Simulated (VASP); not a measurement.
**Be: relaxation of cell and atoms with PBEsol**

Crystal: Be.

```
Be
1.0
     0.00000    1.33130    1.33130
     1.33130    0.00000    1.33130
     1.33130    1.33130    0.00000
Be
1
Direct
  0.00000 0.00000 0.00000
```

This isn't the form of Be at room conditions, which is hcp.

```yaml
Program: VASP 6.6.1
Task: relaxation of cell and atoms
Functional: PBEsol
Potentials_or_basis: VASP PAW PBE potentials, release 64 (Be)
Cutoff: 600 eV
k_mesh: 25 × 25 × 25
Occupations: fermi-dirac, width 0.05 eV
Spin: no spin polarisation
Target_pressure: 140 GPa
Dipole_correction: no
Further_INCAR_settings: ALGO = Normal; EDIFF = 1e-06; IBRION = 2; EDIFFG = -0.005; NSW = 60; ISIF = 3
```

```json
{
 "Relaxed volume": "4.75 Å³/atom",
 "Relaxed cell": "a = 1.887 Å, b = 1.887 Å, c = 1.887 Å, α = 60.00°, β = 60.00°, γ = 60.00°",
 "Space group after relaxing (to 0.1 Å)": "Fm-3m (No. 225)",
 "Energy change on relaxing (the run minimises the enthalpy)": "-30.2 meV/atom",
 "Ionic steps": "3",
 "Pressure after relaxing": "140.0 GPa",
 "Band gap on the k mesh": "zero (bands 1 and 2 overlap by 1.13 eV)"
}
```

Step by step:
| step | energy change (eV) | largest force (eV/Å) | pressure (GPa) | volume (Å³) |
| --- | --- | --- | --- | --- |
| 1 | 0.0000 | 0.0000 | 143.74 | 4.72 |
| 2 | -0.0660 | 0.0000 | 135.59 | 4.79 |
| 3 | -0.0302 | 0.0000 | 140.02 | 4.75 |

Final structure:
```
Be
1.0
     0.00000    1.33450    1.33450
     1.33450    0.00000    1.33450
     1.33450    1.33450    0.00000
Be
1
Direct
  0.00000 0.00000 0.00000
```

Levels at points of the mesh, in eV from the Fermi level:
```
           k point  band 1  band 2  band 3  band 4  band 5
(0.00, 0.00, 0.00)  -14.75   28.91   28.91   28.91   40.22
```

It took 13 s on 1 thread of Intel Xeon 8259CL (shared host), peak memory 0.12 GiB.

Caveat: the cell is relaxed towards a set pressure, so the run minimises the enthalpy, not the energy; the PAW data sets were made with another functional, which shifts forces and pressure a little.
